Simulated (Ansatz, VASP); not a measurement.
## Two plane-wave programs on AlGa5As6

```
CELL_PARAMETERS angstrom
3.89958 0.00000 0.00000
0.00000 3.89958 0.00000
0.00000 0.00000 16.54450
ATOMIC_POSITIONS crystal
Al 0.00000 0.00000 0.50000
Ga 0.00000 0.00000 0.83333
Ga 0.50000 0.50000 0.00000
Ga 0.00000 0.00000 0.16667
Ga 0.50000 0.50000 0.33333
Ga 0.50000 0.50000 0.66667
As 0.50000 0.00000 0.91667
As 0.00000 0.50000 0.08333
As 0.50000 0.00000 0.25000
As 0.00000 0.50000 0.41667
As 0.50000 0.00000 0.58333
As 0.00000 0.50000 0.75000
```

Alike in both runs: task single point; functional PBE; k mesh 4 × 4 × 1; occupations gaussian, width 0.1 eV; no spin polarisation.

```csv
,VASP,Ansatz
version,VASP 6.6.1,Ansatz 0.2.0
potentials or method,"VASP PAW PBE potentials, release 64 (Al, Ga_d, As), cutoff 500 eV","scalar-relativistic, plane waves, PAW"
valence electrons in the cell,98,158
```

Ansatz gave:

* gap on the k mesh at the Fermi level (eV): 1.25
* least direct gap on the mesh (eV): 1.25
* pressure (GPa): 10.1
* traceless stress, the component that is largest in VASP (GPa): -0.87
* rms of the force components (eV/Å): 0.030

Task: Which values does VASP return?

Result: gap on the k mesh at the Fermi level (eV): 1.25; least direct gap on the mesh (eV): 1.25; pressure (GPa): 10.3; traceless stress, the component that is largest in VASP (GPa): -0.87; rms of the force components (eV/Å): 0.030.

Atom by atom the forces differ by 0.001 eV/Å (rms over components). VASP's potentials hold 98 valence electrons a cell and Ansatz's 158, so a difference there can come from the potentials and not from the codes.
